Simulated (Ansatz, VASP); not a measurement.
## One calculation of ZnO, two programs

POSCAR

```
ZnO
1.0
    2.6461709597      0.0000000000      0.0000000000
    0.0000000000      2.6461709597      0.0000000000
    0.0000000000      0.0000000000      2.6461709597
Zn O
1 1
Direct
    0.0000000000      0.0000000000      0.0000000000
    0.5000000000      0.5000000000      0.5000000000
```

INCAR.step1

```
SYSTEM = ZnO
PREC = Accurate
ENCUT = 520
ISMEAR = -1
SIGMA = 0.02
LREAL = .False.
LASPH = .True.
NELM = 60
NBANDS = 16
GGA = PE
ALGO = Normal
EDIFF = 1E-4
LWAVE = .True.
LCHARG = .False.
```

The input INCAR.step2:

```
SYSTEM = ZnO
PREC = Accurate
ENCUT = 520
EDIFF = 1E-6
ISMEAR = -1
SIGMA = 0.02
LREAL = .False.
LASPH = .True.
NELM = 60
ALGO = Normal
ISIF = 2
LWAVE = .False.
LCHARG = .True.
METAGGA = R2SCAN
LMIXTAU = .True.
LELF = .True.
LVHAR = .True.
NBANDS = 16
ISTART = 1
```

File KPOINTS:

```
Automatic mesh
0
Gamma
  10 10 10
  0 0 0
```

Input for Ansatz:

```yaml
crystal:
  lattice:
    - [2.6461709597, 0.0, 0.0]
    - [0.0, 2.6461709597, 0.0]
    - [0.0, 0.0, 2.6461709597]
  atoms:
    - { symbol: Zn, position: [0.0, 0.0, 0.0] }
    - { symbol: O, position: [0.5, 0.5, 0.5] }
kpoints:
  mp_grid: { grid: [10, 10, 10] }
  band_path:
    path: [[0.0, 0.0, 0.0], [0.0, 0.5, 0.0], [0.5, 0.5, 0.0], [0.5, 0.5, 0.5]]
    npoints: 1
hamiltonian:
  xc: r2scan
scf:
  occupations: { method: fermi_dirac, width: 0.02 }
  n_extra_bands: 4
output:
  forces: true
  stress: true
  eigenvalues: true
  write_density: true
  write_potential: true
  elf: true
  volumetric_format: npy
```

Alike in both runs: task single point; functional r2SCAN; k mesh 10 × 10 × 10; occupations fermi-dirac, width 0.02 eV; no spin polarisation.

```csv
,VASP,Ansatz
version,VASP 6.6.1,Ansatz 0.2.0
potentials or method,"VASP PAW PBE potentials, release 64 (Zn, O)","plane waves, PAW"
plane-wave cutoff (eV),520,500
valence electrons in the cell,18,18
```

```csv
,VASP,Ansatz,Ansatz less VASP
pressure (GPa),1.0,-0.1,-1.07
```

VASP's potentials were made for PBE, not for r2SCAN.
